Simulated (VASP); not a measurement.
# AgBr (Fm-3m) in VASP: notebook, part 2 of 2

VASP 6.6.1.

## Step 4: Single point, PBE

This run uses another cell than the first one, of 24.90 Å³/atom, 1.019 times its volume.

File INCAR:

```
SYSTEM = AgBr
PREC = Accurate
ENCUT = 500
EDIFF = 1E-6
ISMEAR = 0
SIGMA = 0.05
LREAL = .False.
LASPH = .True.
NELM = 120
ALGO = Normal
ISIF = 2
LWAVE = .False.
LCHARG = .False.
GGA = PE
NBANDS = 16
GGA_COMPAT = .False.
```

File KPOINTS:

```
regular mesh
0
Gamma
  10 10 10
  0 0 0
```

File POSCAR:

```
AgBr
1.0
    0.0000000000      2.9202557431      2.9202557431
    2.9202557431      0.0000000000      2.9202557431
    2.9202557431      2.9202557431      0.0000000000
Ag Br
1 1
Direct
    0.5000000000      0.5000000000      0.5000000000
    0.0000000000      0.0000000000      0.0000000000
```

Potentials or basis: VASP PAW PBE potentials, release 64 (Ag, Br).

The run is started by

```sh
cat potpaw_PBE.64/Ag/POTCAR potpaw_PBE.64/Br/POTCAR > POTCAR
mpirun -np 1 vasp_std > vasp.out
```

OUTCAR:

```text
SYSTEM = AgBr
   PREC = Accurate
   ENCUT = 500
   EDIFF = 1E-6
   ISMEAR = 0
   LREAL = .False.
   LASPH = .True.
   NELM = 120
   ISIF = 2
   GGA = PE

 ion  position               nearest neighbor table
   1  0.500  0.500  0.500-   2 2.92   2 2.92   2 2.92   2 2.92   2 2.92   2 2.92
   2  0.000  0.000  0.000-   1 2.92   1 2.92   1 2.92   1 2.92   1 2.92   1 2.92

  LATTYP: Found a face centered cubic cell.
 ALAT       =     5.8405114862

  Lattice vectors:

 A1 = (   0.0000000000,   2.9202557431,   2.9202557431)
 A2 = (   2.9202557431,   0.0000000000,   2.9202557431)
 A3 = (   2.9202557431,   2.9202557431,   0.0000000000)

Analysis of symmetry for initial positions (statically):
=====================================================================
 Subroutine PRICEL returns:
 Original cell was already a primitive cell.

 Routine SETGRP: Setting up the symmetry group for a
 face centered cubic supercell.

 Subroutine GETGRP returns: Found 48 space group operations
 (whereof 48 operations were pure point group operations)
 out of a pool of 48 trial point group operations.

The static configuration has the point symmetry O_h .

Analysis of symmetry for dynamics (positions and initial velocities):
=====================================================================
 Subroutine PRICEL returns:
 Original cell was already a primitive cell.

 Routine SETGRP: Setting up the symmetry group for a
 face centered cubic supercell.

 Subroutine GETGRP returns: Found 48 space group operations
 (whereof 48 operations were pure point group operations)
 out of a pool of 48 trial point group operations.

The dynamic configuration has the point symmetry O_h .

 Subroutine INISYM returns: Found 48 space group operations
 (whereof 48 operations are pure point group operations),
 and found     1 'primitive' translations

[... 107 lines left out ...]
   EMIN   =  10.00;   EMAX   =-10.00  energy-range for DOS
   EFERMI =   0.00;   METHOD = LEGACY
   ISMEAR =     0;   SIGMA  =   0.05  broadening in eV -4-tet -1-fermi 0-gaus
   EFERMI_NEDOS =   21; number of points for ismear=-14 and -15
   IALGO  =     38    algorithm
   IMIX   =      4    mixing-type and parameters
     AMIX     =   0.40;   BMIX     =  1.00
     AMIX_MAG =   1.60;   BMIX_MAG =  1.00
  volume/ion in A,a.u.               =      24.90       168.06
  Fermi-wavevector in a.u.,A,eV,Ry     =   1.166097  2.203604 18.500969  1.359783
  Thomas-Fermi vector in A             =   2.302615
   LORBIT       =      0    0 simple, 1 ext, 2 COOP (PROOUT), +10 PAW based schemes
   GGA     = PE    functional components
   LHFCALC =     F    Hartree Fock is set to
   AEXX    =    0.0000 exact exchange contribution
   IVDW    =     0    specifies the selected vdW correction
   LEPSILON=     F    determine dielectric tensor
   LRPA    =     F    only Hartree local field effects (RPA)
 non-spin polarized calculation
 Gauss-broadening in eV      SIGMA  =   0.05
  energy-cutoff  :      500.00
  volume of cell :       49.81
 maximum number of plane-waves:      1295
   NGX = 15   NGY = 15   NGZ = 15

 number of electron      18.0000001 magnetization

 Free energy of the ion-electron system (eV)
  ---------------------------------------------------
  ext. energy  EPLUGINS =         0.00000000
  ---------------------------------------------------
  free energy    TOTEN  =        -5.00034994 eV

  energy without entropy =       -5.00034994  energy(sigma->0) =       -5.00034994

 E-fermi :   3.2540     XC(G=0):  -9.5976

 val. band max:        3.0001508218   @ k =   0.5000   0.0000   0.0000
 cond. band min:       3.6873748605   @ k =   0.0000   0.0000   0.0000
 fundamental gap:      0.6872240387
 Fermi energy:         3.2539733943

 k-point     1 :       0.0000    0.0000    0.0000
  band No.  band energies     occupation
      1     -11.7559      2.00000
      2       0.4128      2.00000
      3       0.4128      2.00000
      4       0.4133      2.00000
      5       0.4133      2.00000
      6       0.4133      2.00000
[... 433 lines left out ...]
      3      -0.1065      2.00000
      4      -0.0360      2.00000
      5       0.3791      2.00000
      6       0.6604      2.00000
[... 8 lines left out ...]
     15      17.2367      0.00000
     16      17.9956      0.00000

 [... further k-points ...]
[... 5 lines left out ...]
  --------------------------------------------------------------------------------------
  -------------------------------------------------------------------------------------
  Total       -0.0083514     -0.0083514     -0.0083514     -0.0000000     -0.0000000      0.0000000
  in kB       -0.2686429     -0.2686429     -0.2686429     -0.0000000     -0.0000000      0.0000000
  external PRESSURE =      -0.2686429 kB  Pullay stress =       0.0000000 kB

 VOLUME and BASIS-vectors are now :
 -----------------------------------------------------------------------------
  energy-cutoff  :      500.00
  volume of cell :       49.81
      direct lattice vectors                 reciprocal lattice vectors
     0.000000000  2.920255743  2.920255743    -0.171217881  0.171217881  0.171217881
     2.920255743  0.000000000  2.920255743     0.171217881 -0.171217881  0.171217881
     2.920255743  2.920255743  0.000000000     0.171217881  0.171217881 -0.171217881

 POSITION                                       TOTAL-FORCE (eV/Angst)
 -----------------------------------------------------------------------------------
      2.92026      2.92026      2.92026         0.000000     -0.000000      0.000000
      0.00000      0.00000      0.00000        -0.000000      0.000000     -0.000000
 -----------------------------------------------------------------------------------
    total drift:                                0.000000      0.000000      0.000000

  FREE ENERGIE OF THE ION-ELECTRON SYSTEM (eV)
  ---------------------------------------------------
  free  energy   TOTEN  =        -5.0003499374 eV

  energy  without entropy=       -5.0003499374  energy(sigma->0) =       -5.00034994
```

OSZICAR:

```text
N       E                     dE             d eps       ncg     rms          rms(c)
DAV:   1     0.859804282811E+02    0.85980E+02   -0.82168E+03  1504   0.974E+02
DAV:   2    -0.242081507169E+01   -0.88401E+02   -0.81340E+02  1856   0.205E+02
DAV:   3    -0.511183969594E+01   -0.26910E+01   -0.26846E+01  1840   0.358E+01
DAV:   4    -0.512209735100E+01   -0.10258E-01   -0.10257E-01  1888   0.257E+00
DAV:   5    -0.512217896436E+01   -0.81613E-04   -0.81613E-04  1848   0.224E-01    0.518E+00
DAV:   6    -0.500453791246E+01    0.11764E+00   -0.17909E-01  1856   0.598E+00    0.342E+00
DAV:   7    -0.500018722529E+01    0.43507E-02   -0.62609E-02  1728   0.165E+00    0.147E+00
DAV:   8    -0.500026576654E+01   -0.78541E-04   -0.43382E-03  1800   0.657E-01    0.259E-01
DAV:   9    -0.500031664360E+01   -0.50877E-04   -0.50033E-04  1800   0.248E-01    0.354E-02
DAV:  10    -0.500034350968E+01   -0.26866E-04   -0.44832E-05  2016   0.855E-02    0.222E-02
DAV:  11    -0.500035016148E+01   -0.66518E-05   -0.14131E-05  1760   0.296E-02    0.621E-03
DAV:  12    -0.500034993739E+01    0.22409E-06   -0.10153E-06  1336   0.949E-03
   1 F= -.50003499E+01 E0= -.50003499E+01  d E =-.145574E-14
```

It took 37 s on 1 thread of Intel Xeon Platinum 8259CL at 2.50GHz (Skylake/Cascade Lake), shared host; peak memory 0.18 GiB.

What came out:

```
Free energy            : -5.0003 eV
Pressure               : 0.0 GPa
Band gap on the k mesh : 0.69 eV, indirect (least direct gap 2.44 eV)
```

Levels at points of the mesh, in eV from the valence-band top:
```csv
k point,band 7,band 8,band 9,band 10,band 11,band 12
"(0.00, 0.00, 0.00)",-1.75,-1.75,-1.75,0.69,9.93,9.93
"(0.50, 0.00, 0.00)",-2.00,0.00,0.00,3.88,6.29,6.86
"(0.50, 0.50, 0.00)",-2.23,-2.23,-2.16,1.71,7.15,8.86
```

A k mesh can miss the band edges. As with any semilocal functional, this PBE gap is likely too small.

## Step 5: Summary

| cell | gap on the mesh (eV) | pressure (GPa) |
| --- | --- | --- |
| a = 4.105 Å, angles 60.0°, 2 atoms | 0.68 | 0.7 |
| a = 4.102 Å, angles 60.0°, 2 atoms | 0.68 | 0.8 |
| a = 4.130 Å, angles 60.0°, 2 atoms | 0.69 | 0.0 |

Alike in all rows: task single point; level PBE; potentials or basis VASP PAW PBE potentials, release 64 (Ag, Br); no spin polarisation; k mesh 10 × 10 × 10; cutoff (eV) 500; smearing gaussian 0.05 eV.

Total energies depend on the potentials used, so only differences within one code and one set of settings carry meaning.
